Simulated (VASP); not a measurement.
Cd7S6 (a cell with a defect): single point with PBE

The system is Cd7S6 (a cell with a defect).

```
CELL_PARAMETERS angstrom
0.00000 0.00000 6.83073
-6.29598 -3.63498 0.00000
6.29598 -3.63498 0.00000
ATOMIC_POSITIONS crystal
Cd 0.49392 0.33297 0.33297
Cd 0.49392 0.00000 0.66703
Cd 0.49392 0.66704 0.00000
Cd 0.01575 0.36248 0.00000
Cd 0.01573 0.00000 0.36247
Cd 0.01574 0.63751 0.63751
Cd 0.02406 0.00000 0.99999
S 0.86193 0.34307 0.34306
S 0.86194 0.99999 0.65692
S 0.86193 0.65692 0.99999
S 0.38564 0.33699 0.00000
S 0.38563 0.00000 0.33699
S 0.38564 0.66301 0.66301
```

* Program: VASP 6.6.1
* Task: single point
* Functional: PBE
* Potentials or basis: VASP PAW PBE potentials, release 64 (Cd, S)
* Cutoff: 520 eV
* k mesh: 2 × 2 × 2
* Occupations: gaussian, width 0.02 eV
* Spin: no spin polarisation
* Dipole correction: no
* Further INCAR settings: ALGO = Normal; EDIFF = 1e-06; NBANDS = 72

The pressure is 6.9 GPa and the largest force is 0.709 eV/Å. The band gap on the k mesh is 0.36 eV.

Forces on the atoms (eV/Å):
```
Cd   0.000  0.051 -0.018
Cd   0.044 -0.026 -0.018
Cd  -0.044 -0.026 -0.018
Cd  -0.124 -0.071 -0.067
Cd   0.124 -0.072 -0.066
Cd   0.000  0.143 -0.066
Cd   0.000  0.000  0.709
S    0.000  0.166 -0.092
S    0.144 -0.083 -0.092
S   -0.144 -0.083 -0.092
S   -0.044 -0.025 -0.060
S    0.044 -0.025 -0.060
S    0.000  0.051 -0.060
```

Stress tensor (GPa, compression positive):
```
7.54 0.00 0.00
0.00 7.54 0.00
0.00 0.00 5.57
```

Levels at points of the mesh, in eV from the valence-band top:
| k point | band 57 | band 58 | band 59 | band 60 | band 61 | band 62 | band 63 | band 64 |
| --- | --- | --- | --- | --- | --- | --- | --- | --- |
| (0.00, 0.00, 0.00) | -2.15 | -2.03 | -2.03 | -1.63 | 0.36 | 1.11 | 2.27 | 2.31 |
| (0.50, 0.00, 0.00) | -2.45 | -2.28 | -2.28 | -0.17 | 0.48 | 1.62 | 1.62 | 2.02 |
| (0.00, 0.50, 0.00) | -2.73 | -2.62 | -2.50 | 0.00 | 0.82 | 1.06 | 1.70 | 1.97 |
| (0.00, 0.00, 0.50) | -2.73 | -2.62 | -2.50 | 0.00 | 0.82 | 1.06 | 1.70 | 1.97 |
| (0.00, 0.50, 0.50) | -2.73 | -2.62 | -2.50 | 0.00 | 0.82 | 1.06 | 1.70 | 1.97 |
| (0.50, 0.50, 0.00) | -3.16 | -3.10 | -2.94 | -0.23 | 0.92 | 1.39 | 1.40 | 1.79 |
| (0.50, 0.00, 0.50) | -3.16 | -3.10 | -2.94 | -0.23 | 0.92 | 1.39 | 1.40 | 1.79 |
| (0.50, 0.50, 0.50) | -3.16 | -3.10 | -2.94 | -0.23 | 0.92 | 1.39 | 1.40 | 1.79 |

Wall time 7.3 min on 1 thread of Intel Xeon 8259CL, on a shared host, peak memory 0.44 GiB.

Caveat: the k points lie up to 0.50 Å⁻¹ apart; semilocal functionals underestimate gaps, and a narrow one can read as zero.
